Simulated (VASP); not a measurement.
Set up this calculation in VASP 6.6.1, as the native input.

```yaml
Task: single point
Functional: PBE
Potentials_or_basis: VASP PAW PBE potentials, release 64 (Fe, O)
Cutoff: 520 eV
k_mesh: 10 × 10 × 10
Occupations: gaussian, width 0.1 eV
Spin: collinear spin, ferromagnetic start
Starting_moments: "[2.9, 2.9, 2.9, 2.9, 0.0, 0.0] μB"
Dipole_correction: no
Further_INCAR_settings: ALGO = Normal; EDIFF = 1e-06; NBANDS = 35
```

The structure of Fe2O lies in POSCAR:

```
Fe2O
1.0
    4.2715013520      0.0000000000      0.0000000000
    0.0000000000      4.2715013520      0.0000000000
    0.0000000000      0.0000000000      4.2715013520
Fe O
4 2
Direct
    0.2500000000      0.2500000000      0.2500000000
    0.2500000000      0.7500000000      0.7500000000
    0.7500000000      0.7500000000      0.2500000000
    0.7500000000      0.2500000000      0.7500000000
    0.0000000000      0.0000000000      0.0000000000
    0.5000000000      0.5000000000      0.5000000000
```

These files were run (other wordings do the same):

INCAR

```
SYSTEM = Fe2O
ALGO     = Normal         ! electronic algorithm
EDIFF    = 1E-6           ! SCF threshold, eV
ENCUT    = 520            ! plane-wave cutoff, eV
GGA      = PE             ! functional
ISIF     = 2              ! what is computed and relaxed
ISMEAR   = 0              ! smearing method
ISPIN    = 2              ! spin polarisation
LASPH    = .TRUE.         ! aspherical terms in the spheres
LCHARG   = .FALSE.        ! write CHGCAR
LMAXMIX  = 4              ! l up to which the mixer works
LORBIT   = 11             ! projections on sites
LREAL    = .FALSE.        ! projectors in reciprocal space
LWAVE    = .FALSE.        ! write WAVECAR
MAGMOM   = 2.9 2.9 2.9 2.9 0 0 ! initial moments
NBANDS   = 35             ! bands
NELM     = 150            ! most SCF steps
PREC     = Accurate       ! precision mode
SIGMA    = 0.1            ! smearing width, eV
```

KPOINTS

```
k-points
0
G
  10 10 10
  0 0 0
```

Potentials or basis: VASP PAW PBE potentials, release 64 (Fe, O).

Command:

```sh
$ cat potpaw_PBE.64/Fe/POTCAR potpaw_PBE.64/O/POTCAR > POTCAR
$ mpirun -np 1 vasp_std > vasp.out
```

Results of the run:

```yaml
Pressure: 1.1 GPa
Net_moment: 11.95 μB per cell
Site_moments: Fe +2.96; O +0.11 μB
Valence_electrons_inside_the_program's_atomic_spheres: Fe 7.00; O 5.10
```

Caveat: only a ferromagnetic start was run, and an antiferromagnetic order may lie lower in energy.

It took 3.3 min on 1 thread of Intel(R) Xeon(R) Platinum 8259CL CPU @ 2.50GHz (Skylake/Cascade Lake), on a shared host, peak memory 0.35 GiB.
